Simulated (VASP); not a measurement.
Input of a VASP 6.6.1 run:

The input POSCAR:

```
Mn
1.0
   -1.3683068635      1.3683068635      1.3683068635
    1.3683068635     -1.3683068635      1.3683068635
    1.3683068635      1.3683068635     -1.3683068635
Mn
1
Direct
    0.0000000000      0.0000000000      0.0000000000
```

INCAR.step1

```
ALGO     = Normal         # electronic algorithm
EDIFF    = 1E-4           # SCF threshold, eV
ENCUT    = 520            # plane-wave cutoff, eV
GGA      = PE             # functional
ISMEAR   = -1             # smearing method
LASPH    = True           # aspherical terms in the spheres
LCHARG   = False          # write CHGCAR
LREAL    = False          # projectors in reciprocal space
LWAVE    = True           # write WAVECAR
NBANDS   = 12             # bands
NELM     = 60             # most SCF steps
PREC     = Accurate       # precision mode
SIGMA    = 0.1            # smearing width, eV
```

Contents of INCAR.step2:

```
ALGO     = Normal         # electronic algorithm
EDIFF    = 1E-6           # SCF threshold, eV
ENCUT    = 520            # plane-wave cutoff, eV
ISIF     = 2              # what is computed and relaxed
ISMEAR   = -1             # smearing method
ISTART   = 1            
LASPH    = True           # aspherical terms in the spheres
LCHARG   = False          # write CHGCAR
LMIXTAU  = True         
LREAL    = False          # projectors in reciprocal space
LWAVE    = False          # write WAVECAR
METAGGA  = R2SCAN         # meta-GGA
NBANDS   = 12             # bands
NELM     = 60             # most SCF steps
PREC     = Accurate       # precision mode
SIGMA    = 0.1            # smearing width, eV
```

Contents of KPOINTS:

```
k-points
0
Gamma
  17 17 17
```

Potentials or basis: VASP PAW PBE potentials, release 64 (Mn_pv).

Launch:

```sh
$ cat potpaw_PBE.64/Mn_pv/POTCAR > POTCAR
$ cp INCAR.step1 INCAR
$ mpirun -np 1 vasp_std > vasp.out
$ cp INCAR.step2 INCAR
$ mpirun -np 1 vasp_std > vasp.out
```

**Question.** Predict the pressure.

**Answer.** 8.6 GPa.

Caveat: the PAW data sets were made with another functional, which shifts forces and pressure a little; the run has no spin polarisation, though such a crystal can be magnetic. Spin polarisation is off, so any magnetic state and its effect on volume and gap are missing.
